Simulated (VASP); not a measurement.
Here is a VASP 6.6.1 calculation.

The input INCAR:

```
SYSTEM = Al2Ru
PREC = Accurate
ENCUT = 520
EDIFF = 1E-7
ISMEAR = 0
SIGMA = 0.1
LREAL = .FALSE.
LASPH = .TRUE.
NELM = 80
ALGO = Normal
ISIF = 2
LWAVE = .FALSE.
LCHARG = .FALSE.
GGA = PS
NBANDS = 17
```

KPOINTS

```
regular mesh
0
G
  6 6 6
  0 0 0
```

File POSCAR:

```
Al2Ru
1.0
   -1.5604216200      1.5604216200      4.2218055900
    1.5604216200     -1.5604216200      4.2218055900
    1.5604216200      1.5604216200     -4.2218055900
Al Ru
2 1
Direct
    0.6592021900      0.6592021900      0.0000000000
    0.3407978100      0.3407978100      0.0000000000
    0.0000000000      0.0000000000      0.0000000000
```

Potentials or basis: VASP PAW PBE potentials, release 64 (Al, Ru_pv).

The run is started by

```bash
$ cat potpaw_PBE.64/Al/POTCAR potpaw_PBE.64/Ru_pv/POTCAR > POTCAR
$ mpirun -np 1 vasp_std > vasp.out
```

Task: What does it give for the pressure?

Result: -0.4 GPa.

Task: Predict the largest force.

Result: 0.025 eV/Å.

Task: Predict the band gap on the k mesh.

Result: 0.08 eV, indirect (least direct gap 0.51 eV).

Forces in eV/Å, atoms in the order of the input:
```
Al   0.000  0.000 -0.025
Al   0.000  0.000  0.025
Ru   0.000  0.000  0.000
```

Caveat: the k points lie up to 0.47 Å⁻¹ apart; the PAW data sets were made with another functional, which shifts forces and pressure a little. A k mesh can miss the band edges.
